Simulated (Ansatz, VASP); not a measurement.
**CsIr3: VASP beside Ansatz**

```
Cs Ir
1.0
     4.17635    0.00000    0.00000
     0.00000    4.17635    0.00000
     0.00000    0.00000    4.17635
Cs Ir
1 3
Direct
  0.00000 0.00000 0.00000
  0.00000 0.50000 0.50000
  0.50000 0.00000 0.50000
  0.50000 0.50000 0.00000
```

Alike in both runs: functional PBE; k mesh 12 × 12 × 12; occupations gaussian, width 0.1 eV; no spin polarisation.

Ansatz relaxed the structure, and its values are those at the end. VASP's run is a single point on that final structure, the one shown.

|  | VASP | Ansatz |
| --- | --- | --- |
| version | VASP 6.6.1 | Ansatz 0.2.0 |
| potentials or method | VASP PAW PBE potentials, release 64 (Cs_sv, Ir_sv_GW), cutoff 560 eV | scalar-relativistic, plane waves, PAW |
| valence electrons in the cell | 60 | 60 |

|  | VASP | Ansatz | Ansatz less VASP |
| --- | --- | --- | --- |
| gap on the k mesh at the Fermi level (eV) | none | none | - |
| pressure (GPa) | 1.1 | 0.0 | -1.12 |

A gap of «none» marks a metal or a gap that the smearing closes. With one functional, cell and mesh, what is left measures potentials, basis and numerics.

Spin-orbit coupling is off throughout.
